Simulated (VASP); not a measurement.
**Ga2SnSe4: single point with PBE**

Crystal: Ga2SnSe4.

```
CELL_PARAMETERS angstrom
5.90967 0.00000 0.00000
-2.95484 5.11793 0.00000
0.00000 0.00000 10.23912
ATOMIC_POSITIONS crystal
Ga 0.00000 0.00000 0.76925
Ga 0.00000 0.00000 0.23075
Sn 0.00000 0.00000 0.50000
Se 0.50000 0.00000 0.50000
Se 0.00000 0.50000 0.50000
Se 0.50000 0.50000 0.50000
Se 0.00000 0.00000 0.00000
```

The cell was built from a structure type or drawn by symmetry, and may not be a known phase.

```yaml
Program: VASP 6.6.1
Task: single point
Functional: PBE
Potentials_or_basis: VASP PAW PBE potentials, release 64 (Ga_d, Sn_d, Se)
Cutoff: 500 eV
k_mesh: 3 × 3 × 1
Occupations: gaussian, width 0.15 eV
Spin: no spin polarisation
Dipole_correction: no
Further_INCAR_settings: ALGO = Normal; EDIFF = 1e-06; NBANDS = 41
```

The pressure is 0.1 GPa, the largest force is 0.053 eV/Å and the band gap on the k mesh is zero (bands 32 and 33 overlap by 1.16 eV).

Forces in eV/Å, atoms in the order of the input:
```
Ga   0.000  0.000  0.053
Ga   0.000  0.000 -0.053
Sn   0.000  0.000  0.000
Se   0.000  0.000  0.000
Se   0.000  0.000  0.000
Se   0.000  0.000  0.000
Se   0.000  0.000  0.000
```

Stress tensor (GPa, compression positive):
```
0.07 0.00 0.00
0.00 0.07 0.00
0.00 0.00 0.22
```

Levels at points of the mesh, in eV from the Fermi level:
```
           k point  band 29  band 30  band 31  band 32  band 33  band 34  band 35  band 36
(0.00, 0.00, 0.00)    -1.17    -0.31    -0.31     1.24     2.01     2.01     2.37     2.37
```

It took 3.8 min on 1 thread of Intel Xeon 8259CL (shared host), peak memory 0.46 GiB.

Caveat: the k points lie up to 0.61 Å⁻¹ apart, too coarse for converged energies and pressures of a metal; spin-orbit coupling is left out, which moves the levels of the heavy elements.
